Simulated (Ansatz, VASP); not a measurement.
## Sr in VASP and in Ansatz

The input POSCAR:

```
Sr
1.0
    4.2430670738      0.0000000000      0.0000000000
   -2.1215335369      3.6746038758      0.0000000000
    0.0000000000      0.0000000000      6.9493486226
Sr
2
Direct
    0.3333333333      0.6666666667      0.2500000000
    0.6666666667      0.3333333333      0.7500000000
```

The input INCAR.step1:

```
PREC     = Accurate       # precision mode
ENCUT    = 520            # plane-wave cutoff, eV
ISMEAR   = -1             # smearing method
SIGMA    = 0.05           # smearing width, eV
LREAL    = F              # projectors in reciprocal space
LASPH    = T              # aspherical terms in the spheres
NELM     = 100            # most SCF steps
NBANDS   = 17             # bands
GGA      = PE             # functional
ALGO     = Normal         # electronic algorithm
EDIFF    = 1E-4           # SCF threshold, eV
LWAVE    = T              # write WAVECAR
LCHARG   = F              # write CHGCAR
```

File INCAR.step2:

```
PREC     = Accurate       # precision mode
ENCUT    = 520            # plane-wave cutoff, eV
EDIFF    = 1E-8           # SCF threshold, eV
ISMEAR   = -1             # smearing method
SIGMA    = 0.05           # smearing width, eV
LREAL    = F              # projectors in reciprocal space
LASPH    = T              # aspherical terms in the spheres
NELM     = 100            # most SCF steps
ALGO     = Normal         # electronic algorithm
ISIF     = 2              # what is computed and relaxed
LWAVE    = F              # write WAVECAR
LCHARG   = F              # write CHGCAR
METAGGA  = R2SCAN         # meta-GGA
LMIXTAU  = T            
LEFG     = T            
NBANDS   = 17             # bands
ISTART   = 1
```

The input KPOINTS:

```
regular mesh
0
Gamma
  11 11 6
```

Input for Ansatz:

```yaml
crystal:
  lattice:
    - [4.2430670738, 0.0, 0.0]
    - [-2.1215335369, 3.6746038758, 0.0]
    - [0.0, 0.0, 6.9493486226]
  atoms:
    - { symbol: Sr, position: [0.3333333333, 0.6666666667, 0.25] }
    - { symbol: Sr, position: [0.6666666667, 0.3333333333, 0.75] }
kpoints:
  mp_grid: { grid: [11, 11, 6] }
scf:
  occupations: { method: fermi_dirac, width: 0.05 }
hamiltonian:
  xc: r2scan
  pseudopotentials: { kind: all_electron, datasets: crystal }
output:
  forces: true
  stress: true
  eigenvalues: true
  efg: { contact_densities: true }
```

Change from the starting cell: volume scaled by 0.96, crystal datasets.

Alike in both runs: task electric field gradients; functional r2SCAN; k mesh 11 × 11 × 6; occupations fermi-dirac, width 0.05 eV; no spin polarisation.

```csv
,VASP,Ansatz
version,VASP 6.6.1,Ansatz 0.2.0
potentials or method,"VASP PAW PBE potentials, release 64 (Sr_sv), cutoff 520 eV","all-electron PAW with datasets made for the crystal, scalar-relativistic"
```

VASP gave:

| Quantity | Value |
| --- | --- |
| pressure (GPa) | 0.7 |
| traceless stress, the component that is largest in VASP (GPa) | 0.24 |
| size of Vzz on the site where it differs most (V/Å²) | 10.9 |

Problem. Which values does Ansatz return?

Solution. Pressure (GPa): 0.7; traceless stress, the component that is largest in VASP (GPa): 0.24; size of Vzz on the site where it differs most (V/Å²): 11.1.

VASP's potentials were made for PBE, not for r2SCAN. Ansatz ran all-electron here, and VASP with PAW potentials.
